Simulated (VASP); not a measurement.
# Li (Fm-3m) in VASP: a series of runs

Runs on Li. Level: r2SCAN. Tasks: single point, relaxation of cell and atoms.

All numbers are computed with VASP 6.6.1; they aren't measurements. Logs are shortened: lines on timing, memory, paths and dates and some standing lists are left out, and cuts for length are marked.

## Step 1: The cell of the first run

It takes space group Fm-3m (No. 225, cubic). The conventional cell has a = 4.547 Å, b = 4.547 Å, c = 4.547 Å, α = 90.00°, β = 90.00°, γ = 90.00°. Li (site symmetry m-3m) has 12 Li at 3.21 Å within 4.2 Å.

This isn't the form of Li at room conditions, which is bcc.

## Step 2: Single point, r2SCAN (23.50 Å³/atom)

Input file POSCAR:

```
Li
1.0
    0.0000000000      2.2732620216      2.2732620216
    2.2732620216      0.0000000000      2.2732620216
    2.2732620216      2.2732620216      0.0000000000
Li
1
Direct
    0.0000000000      0.0000000000      0.0000000000
```

Input file INCAR.step1:

```
SYSTEM = Li
PREC     = Accurate       ! precision mode
ENCUT    = 830            ! plane-wave cutoff, eV
ISMEAR   = -1             ! smearing method
SIGMA    = 0.1            ! smearing width, eV
LREAL    = .FALSE.        ! projectors in reciprocal space
LASPH    = .TRUE.         ! aspherical terms in the spheres
NELM     = 120            ! most SCF steps
NBANDS   = 8              ! bands
GGA      = PE             ! functional
ALGO     = Normal         ! electronic algorithm
EDIFF    = 1E-5           ! SCF threshold, eV
LWAVE    = .TRUE.         ! write WAVECAR
LCHARG   = .FALSE.        ! write CHGCAR
GGA_COMPAT= .FALSE.
```

Input file INCAR.step2:

```
SYSTEM = Li
PREC     = Accurate       ! precision mode
ENCUT    = 830            ! plane-wave cutoff, eV
EDIFF    = 1E-6           ! SCF threshold, eV
ISMEAR   = -1             ! smearing method
SIGMA    = 0.1            ! smearing width, eV
LREAL    = .FALSE.        ! projectors in reciprocal space
LASPH    = .TRUE.         ! aspherical terms in the spheres
NELM     = 120            ! most SCF steps
ALGO     = Normal         ! electronic algorithm
ISIF     = 2              ! what is computed and relaxed
LWAVE    = .FALSE.        ! write WAVECAR
LCHARG   = .TRUE.         ! write CHGCAR
METAGGA  = R2SCAN         ! meta-GGA
LMIXTAU  = .TRUE.       
LELF     = .TRUE.         ! ELF
LVHAR    = .TRUE.       
NBANDS   = 8              ! bands
ISTART   = 1            
GGA_COMPAT= .FALSE.
```

Input file KPOINTS:

```
regular mesh
0
G
  14 14 14
  0 0 0
```

Potentials or basis: VASP PAW PBE potentials, release 64 (Li_sv).

The run is started by

```console
cat potpaw_PBE.64/Li_sv/POTCAR > POTCAR
cp INCAR.step1 INCAR
mpirun -np 1 vasp_std > vasp.out
cp INCAR.step2 INCAR
mpirun -np 1 vasp_std > vasp.out
```

OUTCAR:

```text
SYSTEM = Li
   PREC = Accurate
   ENCUT = 830
   EDIFF = 1E-6
   ISMEAR = -1
   LREAL = .FALSE.
   LASPH = .TRUE.
   NELM = 120
   ISIF = 2
   METAGGA = R2SCAN
   ISTART = 1

 ion  position               nearest neighbor table
   1  0.000  0.000  0.000-

  LATTYP: Found a face centered cubic cell.
 ALAT       =     4.5465240432

  Lattice vectors:

 A1 = (   0.0000000000,   2.2732620216,   2.2732620216)
 A2 = (   2.2732620216,   0.0000000000,   2.2732620216)
 A3 = (   2.2732620216,   2.2732620216,   0.0000000000)

Analysis of symmetry for initial positions (statically):
=====================================================================
 Subroutine PRICEL returns:
 Original cell was already a primitive cell.

 Routine SETGRP: Setting up the symmetry group for a
 face centered cubic supercell.

 Subroutine GETGRP returns: Found 48 space group operations
 (whereof 48 operations were pure point group operations)
 out of a pool of 48 trial point group operations.

The static configuration has the point symmetry O_h .

Analysis of symmetry for dynamics (positions and initial velocities):
=====================================================================
 Subroutine PRICEL returns:
 Original cell was already a primitive cell.

 Routine SETGRP: Setting up the symmetry group for a
 face centered cubic supercell.

 Subroutine GETGRP returns: Found 48 space group operations
 (whereof 48 operations were pure point group operations)
 out of a pool of 48 trial point group operations.

The dynamic configuration has the point symmetry O_h .

 Subroutine INISYM returns: Found 48 space group operations
 (whereof 48 operations are pure point group operations),
 and found     1 'primitive' translations

----------------------------------------------------------------------------------------

                                     Primitive cell

  volume of cell :      23.4952

  direct lattice vectors                    reciprocal lattice vectors
     0.000000000  2.273262022  2.273262022    -0.219948248  0.219948248  0.219948248
     2.273262022  0.000000000  2.273262022     0.219948248 -0.219948248  0.219948248
     2.273262022  2.273262022  0.000000000     0.219948248  0.219948248 -0.219948248

  length of vectors
     3.214877982  3.214877982  3.214877982     0.380961541  0.380961541  0.380961541

  position of ions in fractional coordinates (direct lattice)
     0.000000000  0.000000000  0.000000000

  ion indices of the primitive-cell ions
   primitive index   ion index
                 1           1

----------------------------------------------------------------------------------------

 KPOINTS: regular mesh

Automatic generation of k-mesh.
 Grid dimensions read from file:
 generate k-points for:   14   14   14

 Generating k-lattice:

  Cartesian coordinates                     Fractional coordinates (reciprocal lattice)
    -0.015710589  0.015710589  0.015710589     0.071428571  0.000000000  0.000000000
     0.015710589 -0.015710589  0.015710589     0.000000000  0.071428571  0.000000000
     0.015710589  0.015710589 -0.015710589     0.000000000  0.000000000  0.071428571

  Length of vectors
     0.027211539  0.027211539  0.027211539

  Shift w.r.t. Gamma in fractional coordinates (k-lattice)
     0.000000000  0.000000000  0.000000000

 Subroutine IBZKPT returns following result:
 ===========================================

 Found    104 irreducible k-points:

 Following reciprocal coordinates:
            Coordinates               Weight
  0.000000  0.000000  0.000000      1.000000
  0.071429  0.000000  0.000000      8.000000
  0.142857  0.000000  0.000000      8.000000
  0.214286  0.000000  0.000000      8.000000
  0.285714  0.000000  0.000000      8.000000
  0.357143  0.000000  0.000000      8.000000
[... 16 lines left out ...]
  0.214286  0.142857  0.000000     24.000000
  0.285714  0.142857  0.000000     24.000000
 [... further k-points ...]
   k-points           NKPTS =    104   k-points in BZ     NKDIM =    104   number of bands    NBANDS=      8
   number of dos      NEDOS =    301   number of ions     NIONS =      1
   total plane-waves  NPLWV =  27000
   dimension x,y,z NGX =    30 NGY =   30 NGZ =   30
   dimension x,y,z NGXF=    60 NGYF=   60 NGZF=   60
   ions per type =               1
   NGX,Y,Z   is equivalent  to a cutoff of  15.51, 15.51, 15.51 a.u.
   NGXF,Y,Z  is equivalent  to a cutoff of  31.03, 31.03, 31.03 a.u.
 SYSTEM =  Li
   PREC   = accura    normal or accurate (medium, high low for compatibility)
   ISTART =      1    job   : 0-new  1-cont  2-samecut
   ICHARG =      0    charge: 1-file 2-atom 10-const
   ISPIN  =      1    spin polarized calculation?
   LNONCOLLINEAR =      F non collinear calculations
   LSORBIT =      F    spin-orbit coupling
   LASPH  =      T    aspherical Exc in radial PAW
   ENCUT  =  830.0 eV  61.00 Ry    7.81 a.u.   7.55  7.55  7.55*2*pi/ulx,y,z
   NELM   =    120;   NELMIN=  2; NELMDL=  0     # of ELM steps
   EDIFF  = 0.1E-05   stopping-criterion for ELM
   LREAL  =      F    real-space projection
   EDIFFG = 0.1E-04   stopping-criterion for IOM
   NSW    =      0    number of steps for IOM
   IBRION =     -1    ionic relax: 0-MD 1-quasi-New 2-CG
   NFREE  =      0    steps in history (QN), initial steepest desc. (CG)
   ISIF   =      2    stress and relaxation
   ISYM   =      2    0-nonsym 1-usesym 2-fastsym
   POTIM  = 0.5000    time-step for ionic-motion
   TEBEG  =    0.0;   TEEND  =   0.0 temperature during run
   PSTRESS=    0.0 pullay stress
   NELECT =       3.0000    total number of electrons
   NUPDOWN=      -1.0000    fix difference up-down
   EMIN   =  10.00;   EMAX   =-10.00  energy-range for DOS
   EFERMI =   0.00;   METHOD = LEGACY
   ISMEAR =    -1;   SIGMA  =   0.10  broadening in eV -4-tet -1-fermi 0-gaus
   EFERMI_NEDOS =   21; number of points for ismear=-14 and -15
   IALGO  =     38    algorithm
   IMIX   =      4    mixing-type and parameters
     AMIX     =   0.40;   BMIX     =  1.00
     AMIX_MAG =   1.60;   BMIX_MAG =  1.00
  volume/ion in A,a.u.               =      23.50       158.55
  Fermi-wavevector in a.u.,A,eV,Ry     =   0.824370  1.557834  9.246338  0.679587
  Thomas-Fermi vector in A             =   1.936043
   LORBIT       =      0    0 simple, 1 ext, 2 COOP (PROOUT), +10 PAW based schemes
   METAGGA = R2SCAN    functional components
   LHFCALC =     F    Hartree Fock is set to
   AEXX    =    0.0000 exact exchange contribution
   IVDW    =     0    specifies the selected vdW correction
   LEPSILON=     F    determine dielectric tensor
   LRPA    =     F    only Hartree local field effects (RPA)
 non-spin polarized calculation
  energy-cutoff  :      830.00
  volume of cell :       23.50
 maximum number of plane-waves:      1299
   NGX = 15   NGY = 15   NGZ = 15

 number of electron       3.0000002 magnetization

 Free energy of the ion-electron system (eV)
  ---------------------------------------------------
  ext. energy  EPLUGINS =         0.00000000
  ---------------------------------------------------
  free energy    TOTEN  =        -2.38383974 eV

  energy without entropy =       -2.36980190  energy(sigma->0) =       -2.37682082

 E-fermi :   0.2521     XC(G=0):  -7.0722

 val. band max:        0.1509893686   @ k =   0.5000   0.2143   0.0714
 cond. band min:       0.2554855529   @ k =   0.5000   0.3571   0.1429
 fundamental gap:      0.1044961843
 Fermi energy:         0.2520953476

 k-point     1 :       0.0000    0.0000    0.0000
  band No.  band energies     occupation
      1     -48.1473      2.00000
      2      -3.3675      2.00000
      3      14.7333      0.00000
      4      14.7333      0.00000
      5      14.7333      0.00000
      6      17.9268      0.00000
      7      17.9268      0.00000
      8      17.9268      0.00000

 k-point     2 :       0.0714    0.0000    0.0000
  band No.  band energies     occupation
      1     -48.1468      2.00000
      2      -3.2741      2.00000
      3      13.6088      0.00000
      4      14.4933      0.00000
      5      14.4933      0.00000
      6      17.4186      0.00000
      7      18.3297      0.00000
      8      18.3297      0.00000

 k-point     3 :       0.1429    0.0000    0.0000
  band No.  band energies     occupation
      1     -48.1453      2.00000
      2      -2.9937      2.00000
      3      11.4328      0.00000
      4      14.0198      0.00000
      5      14.0198      0.00000
      6      17.4878      0.00000
      7      19.1069      0.00000
      8      19.1069      0.00000

 k-point     4 :       0.2143    0.0000    0.0000
  band No.  band energies     occupation
      1     -48.1432      2.00000
      2      -2.5277      2.00000
      3       9.1873      0.00000
      4      13.5786      0.00000
      5      13.5786      0.00000
      6      17.7598      0.00000
      7      18.9577      0.00000
      8      18.9577      0.00000

 k-point     5 :       0.2857    0.0000    0.0000
  band No.  band energies     occupation
      1     -48.1409      2.00000
      2      -1.8817      2.00000
      3       7.0959      0.00000
      4      13.2596      0.00000
      5      13.2596      0.00000
      6      17.8100      0.00000
      7      17.9952      0.00000
      8      17.9952      0.00000

 k-point     6 :       0.3571    0.0000    0.0000
  band No.  band energies     occupation
      1     -48.1388      2.00000
      2      -1.0767      2.00000
      3       5.2381      0.00000
      4      13.0734      0.00000
      5      13.0734      0.00000
      6      17.1265      0.00000
      7      17.1265      0.00000
      8      17.5289      0.00000

 k-point     7 :       0.4286    0.0000    0.0000
  band No.  band energies     occupation
      1     -48.1373      2.00000
      2      -0.2025      1.97900
      3       3.7259      0.00000
      4      12.9928      0.00000
      5      12.9928      0.00000
      6      16.5511      0.00000
      7      16.5511      0.00000
      8      17.2538      0.00000
[... 133 lines left out ...]
 k-point    20 :      -0.1429    0.0714    0.0000
  band No.  band energies     occupation
      1     -48.1443      2.00000
      2      -2.7753      2.00000
      3      10.6737      0.00000
      4      12.4658      0.00000
      5      14.6600      0.00000
      6      17.5223      0.00000
      7      18.6731      0.00000
      8      19.4260      0.00000

 k-point    21 :      -0.0714    0.0714    0.0000
  band No.  band energies     occupation
      1     -48.1460      2.00000
      2      -3.1182      2.00000
      3      12.7512      0.00000
      4      13.1286      0.00000
      5      14.8307      0.00000
      6      17.2368      0.00000
      7      18.2462      0.00000
      8      19.7464      0.00000

 k-point    22 :       0.1429    0.1429    0.0000
  band No.  band energies     occupation
      1     -48.1447      2.00000
      2      -2.8676      2.00000
      3      12.3997      0.00000
      4      12.3997      0.00000
      5      14.5652      0.00000
      6      14.6170      0.00000
      7      17.3341      0.00000
      8      21.1488      0.00000

 k-point    23 :       0.2143    0.1429    0.0000
  band No.  band energies     occupation
      1     -48.1431      2.00000
      2      -2.5234      2.00000
      3      10.7825      0.00000
      4      11.7919      0.00000
      5      14.2570      0.00000
      6      14.6895      0.00000
      7      16.1739      0.00000
      8      21.9318      0.00000

 k-point    24 :       0.2857    0.1429    0.0000
  band No.  band energies     occupation
      1     -48.1411      2.00000
      2      -1.9933      2.00000
      3       8.6731      0.00000
      4      11.3825      0.00000
      5      13.5535      0.00000
      6      14.4780      0.00000
      7      16.7381      0.00000
      8      21.5134      0.00000

 [... further k-points ...]
[... 5 lines left out ...]
  --------------------------------------------------------------------------------------
  -------------------------------------------------------------------------------------
  Total       -0.1808485     -0.1808485     -0.1808485      0.0000000      0.0000000      0.0000000
  in kB      -12.3323846    -12.3323846    -12.3323846      0.0000000      0.0000000      0.0000000
  external PRESSURE =     -12.3323846 kB  Pullay stress =       0.0000000 kB

 VOLUME and BASIS-vectors are now :
 -----------------------------------------------------------------------------
  energy-cutoff  :      830.00
  volume of cell :       23.50
      direct lattice vectors                 reciprocal lattice vectors
     0.000000000  2.273262022  2.273262022    -0.219948248  0.219948248  0.219948248
     2.273262022  0.000000000  2.273262022     0.219948248 -0.219948248  0.219948248
     2.273262022  2.273262022  0.000000000     0.219948248  0.219948248 -0.219948248

 POSITION                                       TOTAL-FORCE (eV/Angst)
 -----------------------------------------------------------------------------------
      0.00000      0.00000      0.00000        -0.000000     -0.000000     -0.000000
 -----------------------------------------------------------------------------------
    total drift:                               -0.000000     -0.000000      0.000000

  FREE ENERGIE OF THE ION-ELECTRON SYSTEM (eV)
  ---------------------------------------------------
  free  energy   TOTEN  =        -2.3838397412 eV

  energy  without entropy=       -2.3698019032  energy(sigma->0) =       -2.37682082
```

Run time: 2.3 min. Hardware: 1 thread of Intel Xeon Platinum 8124M at 3.00GHz (Skylake/Cascade Lake), shared host; peak memory 0.18 GiB.

What came out:

* Free energy: -2.3838 eV
* Pressure: -1.2 GPa
* Band gap on the k mesh: zero (an odd number of electrons rules out a gap without spin polarisation)

Caveat: the PAW data sets were made with another functional, which shifts forces and pressure a little.

## Step 3: Single point, r2SCAN

This run uses another cell than the first one, of 20.98 Å³/atom.

Input file POSCAR:

```
Li
1.0
    0.0000000000      2.1889885449      2.1889885449
    2.1889885449      0.0000000000      2.1889885449
    2.1889885449      2.1889885449      0.0000000000
Li
1
Direct
    0.0000000000      0.0000000000      0.0000000000
```

Input file INCAR.step1:

```
SYSTEM = Li
PREC = Accurate
ENCUT = 830
ISMEAR = -1
SIGMA = 0.1
LREAL = .False.
LASPH = .True.
NELM = 120
NBANDS = 8
GGA = PE
ALGO = Normal
EDIFF = 1E-5
LWAVE = .True.
LCHARG = .False.
GGA_COMPAT = .False.
```

Input file INCAR.step2:

```
SYSTEM = Li
PREC = Accurate
ENCUT = 830
EDIFF = 1E-6
ISMEAR = -1
SIGMA = 0.1
LREAL = .False.
LASPH = .True.
NELM = 120
ALGO = Normal
ISIF = 2
LWAVE = .False.
LCHARG = .True.
METAGGA = R2SCAN
LMIXTAU = .True.
LELF = .True.
LVHAR = .True.
NBANDS = 8
ISTART = 1
GGA_COMPAT = .False.
```

Input file KPOINTS:

```
Automatic mesh
0
Gamma
  20 20 20
  0 0 0
```

Potentials or basis: VASP PAW PBE potentials, release 64 (Li_sv).

The run is started by

```console
cat potpaw_PBE.64/Li_sv/POTCAR > POTCAR
cp INCAR.step1 INCAR
mpirun -np 1 vasp_std > vasp.out
cp INCAR.step2 INCAR
mpirun -np 1 vasp_std > vasp.out
```

Run time: 5.7 min. Hardware: 1 thread of Intel Xeon Platinum 8124M at 3.00GHz (Skylake/Cascade Lake), shared host; peak memory 0.21 GiB.

It converged, with:

```
Free energy            : -2.3930 eV
Pressure               : -0.1 GPa
Band gap on the k mesh : zero (an odd number of electrons rules out a gap without spin polarisation)
```

Levels at points of the mesh, in eV from the Fermi level:
```csv
k point,band 1,band 2,band 3,band 4,band 5
"(0.00, 0.00, 0.00)",-48.13,-3.83,15.61,15.61,15.61
"(0.50, 0.00, 0.00)",-48.12,0.00,3.04,13.71,13.71
"(0.50, 0.50, 0.00)",-48.11,1.66,4.90,9.09,9.09
```

Caveat: the PAW data sets were made with another functional, which shifts forces and pressure a little.

## Step 4: Relaxation of cell and atoms, r2SCAN

This run uses another cell than the first one, of 21.61 Å³/atom.

Input file POSCAR:

```
Li
1.0
    0.0000000000      2.2107204702      2.2107204702
    2.2107204702      0.0000000000      2.2107204702
    2.2107204702      2.2107204702      0.0000000000
Li
1
Direct
    0.0000000000      0.0000000000      0.0000000000
```

Input file INCAR.step1:

```
PREC = Accurate
ENCUT = 830
ISMEAR = -1
SIGMA = 0.1
LREAL = F
LASPH = T
NELM = 120
GGA = PE
ALGO = Normal
EDIFF = 1E-5
LWAVE = T
LCHARG = F
GGA_COMPAT = F
IBRION = 2
ISIF = 3
EDIFFG = -0.005
NELMIN = 4
NSW = 100
```

Input file INCAR.step2:

```
PREC = Accurate
ENCUT = 830
EDIFF = 1E-7
ISMEAR = -1
SIGMA = 0.1
LREAL = F
LASPH = T
NELM = 120
ALGO = Normal
ISIF = 3
LWAVE = F
LCHARG = F
METAGGA = R2SCAN
LMIXTAU = T
IBRION = 2
NSW = 80
EDIFFG = -0.01
ISTART = 1
GGA_COMPAT = F
NELMIN = 4
```

Input file KPOINTS:

```
Automatic mesh
0
Gamma
  12 12 12
```

The run is started by

```console
cat potpaw_PBE.64/Li_sv/POTCAR > POTCAR
cp INCAR.step1 INCAR
mpirun -np 1 vasp_std > vasp.out
cp INCAR.step2 INCAR
mpirun -np 1 vasp_std > vasp.out
```

It took 6.1 min on 1 thread of Intel Xeon Platinum 8124M at 3.00GHz (Skylake/Cascade Lake), shared host; peak memory 0.17 GiB.

Results (log left out):

| Quantity | Value |
| --- | --- |
| Free energy | -2.3937 eV |
| Relaxed volume | 20.35 Å³/atom |
| Relaxed cell | a = 3.065 Å, b = 3.065 Å, c = 3.065 Å, α = 60.00°, β = 60.00°, γ = 60.00° |
| Space group after relaxing (to 0.1 Å) | Fm-3m (No. 225) |
| Ionic steps | 4 |
| Pressure after relaxing | 0.0 GPa |
| Band gap on the k mesh | zero (an odd number of electrons rules out a gap without spin polarisation) |

The path:
```csv
step,energy change (eV),largest force (eV/Å),pressure (GPa),volume (Å³)
1,0.0000,0.0000,-0.44,21.61
2,-0.0003,0.0000,-0.29,21.43
3,-0.0003,0.0000,-0.13,21.06
4,0.0003,0.0000,0.04,20.35
```

Final structure:
```
Li
1.0
     0.00000    2.16705    2.16705
     2.16705    0.00000    2.16705
     2.16705    2.16705    0.00000
Li
1
Direct
  0.00000 0.00000 0.00000
```

Levels at points of the mesh, in eV from the Fermi level:
| k point | band 1 | band 2 | band 3 | band 4 | band 5 |
| --- | --- | --- | --- | --- | --- |
| (0.00, 0.00, 0.00) | -48.01 | -3.83 | 15.98 | 15.98 | 15.98 |
| (0.50, 0.00, 0.00) | -47.99 | 0.04 | 3.18 | 14.04 | 14.04 |
| (0.50, 0.50, 0.00) | -47.98 | 1.73 | 5.06 | 9.32 | 9.32 |

Caveat: the PAW data sets were made with another functional, which shifts forces and pressure a little.

## Step 5: Overview

```csv
task,cell,k mesh,gap on the mesh (eV),pressure (GPa)
single point,"a = 3.215 Å, angles 60.0°, 1 atom",14 × 14 × 14,none,-1.2
single point,"a = 3.096 Å, angles 60.0°, 1 atom",20 × 20 × 20,none,-0.1
relaxation of cell and atoms,"relaxed from a = 3.126 Å, angles 60.0°, 1 atom",12 × 12 × 12,none,0.0
```

Alike in all rows: level r2SCAN; potentials or basis VASP PAW PBE potentials, release 64 (Li_sv); no spin polarisation; cutoff (eV) 830; smearing fermi-dirac 0.1 eV.

Caveats: the PAW data sets were made with another functional, which shifts forces and pressure a little.

Absolute energies hang on the potentials; compare differences alone.

The gap in the log of VASP goes by the Fermi energy; the results here count the filled bands.